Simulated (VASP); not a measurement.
Runs of VASP 6.6.1 on CaMg. The structure is that of space group P-6m2 (No. 187), or close to it. The cells are those of the table. 

| cell | gap on the mesh (eV) | pressure (GPa) |
| --- | --- | --- |
| a = 3.778, b = 3.778, c = 5.791 Å, angles 90.0, 90.0, 120.0°, 2 atoms | none | -3.3 |
| a = 3.558, b = 3.558, c = 5.538 Å, angles 90.0, 90.0, 120.0°, 2 atoms | none | (b) |
| a = 3.558, b = 3.558, c = 5.622 Å, angles 90.0, 90.0, 120.0°, 2 atoms | none | -0.8 |
| a = 3.558, b = 3.558, c = 5.454 Å, angles 90.0, 90.0, 120.0°, 2 atoms | none | 0.1 |
| a = 3.668, b = 3.668, c = 5.791 Å, angles 90.0, 90.0, 120.0°, 2 atoms | none | -2.5 |
| a = 3.778, b = 3.778, c = 5.622 Å, angles 90.0, 90.0, 120.0°, 2 atoms | none | (a) |
| a = 3.558, b = 3.558, c = 5.707 Å, angles 90.0, 90.0, 120.0°, 2 atoms | none | -1.2 |

Alike in all rows: task single point; level LDA; potentials or basis VASP PAW LDA potentials, release 64 (Ca_sv, Mg); no spin polarisation; k mesh 15 × 15 × 8; cutoff (eV) 520; smearing gaussian 0.15 eV.

Q: Estimate the missing entries.

A: (a) -2.8; (b) -0.4.

Caveats: the cell stands under tension (at least some runs).

A gap of «none» marks levels without a gap at the run's occupations.
